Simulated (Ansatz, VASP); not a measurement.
P2Se2O: VASP beside Ansatz

INCAR

```
ALGO = Normal
EDIFF = 1E-6
ENCUT = 520
GGA = PE
ISIF = 2
ISMEAR = 0
ISPIN = 2
IVDW = 12
LASPH = True
LCHARG = False
LORBIT = 11
LREAL = False
LWAVE = False
MAGMOM = 0 0 0 0 1
NBANDS = 26
NELM = 150
PREC = Accurate
SIGMA = 0.1
```

File KPOINTS:

```
k-points
0
Gamma
  4 4 4
```

POSCAR

```
P2Se2O
1.0
    3.7442342400      0.0000000000      0.0000000000
    0.0000000000      3.7442342400      0.0000000000
    0.0000000000      0.0000000000      4.5449047200
P Se O
2 2 1
Direct
    0.5000000000      0.5000000000      0.0351810000
    0.0000000000      0.0000000000      0.9327795700
    0.5000000000      0.5000000000      0.4853879000
    0.0000000000      0.0000000000      0.2929877100
    0.0000000000      0.0000000000      0.5820489500
```

Input for Ansatz:

```yaml
crystal:
  lattice:
    - [3.74423424, 0.0, 0.0]
    - [0.0, 3.74423424, 0.0]
    - [0.0, 0.0, 4.54490472]
  atoms:
    - { symbol: P, position: [0.5, 0.5, 0.035181] }
    - { symbol: P, position: [0.0, 0.0, 0.93277957] }
    - { symbol: Se, position: [0.5, 0.5, 0.4853879] }
    - { symbol: Se, position: [0.0, 0.0, 0.29298771] }
    - { symbol: O, position: [0.0, 0.0, 0.58204895], spin: 1.0 }
basis:
  ecutwfc: 420
kpoints:
  mp_grid: { grid: [4, 4, 4] }
hamiltonian:
  xc: pbe
  dispersion: d3bj
scf:
  occupations: { method: gaussian, width: 0.1 }
  lower_state_search: "off"
output:
  forces: true
  stress: true
  eigenvalues: true
  populations: true
magnetization:
  spin_polarized: true
```

Alike in both runs: task single point; functional PBE; dispersion D3(BJ); k mesh 4 × 4 × 4; occupations gaussian, width 0.1 eV; collinear spin.

|  | VASP | Ansatz |
| --- | --- | --- |
| version | VASP 6.6.1 | Ansatz 0.2.0 |
| potentials or method | VASP PAW PBE potentials, release 64 (P, Se, O), cutoff 520 eV | scalar-relativistic, plane waves, PAW |
| valence electrons in the cell | 28 | 48 |

Ansatz gave:

- gap on the k mesh at the Fermi level (eV): none
- rms of the force components (eV/Å): 11.936
- net moment per atom (μB): 0.00

What did VASP give for the same quantities?

gap on the k mesh at the Fermi level (eV): none; rms of the force components (eV/Å): 11.889; net moment per atom (μB): 0.00.

Atom by atom the forces differ by 0.258 eV/Å (rms over components). A gap of «none» marks a metal or a gap that the smearing closes. VASP's potentials hold 28 valence electrons a cell and Ansatz's 48, so a difference there can come from the potentials and not from the codes. Ansatz's warnings: seeded moment not kept.

The k mesh is coarse, so the values compare programs but aren't converged.
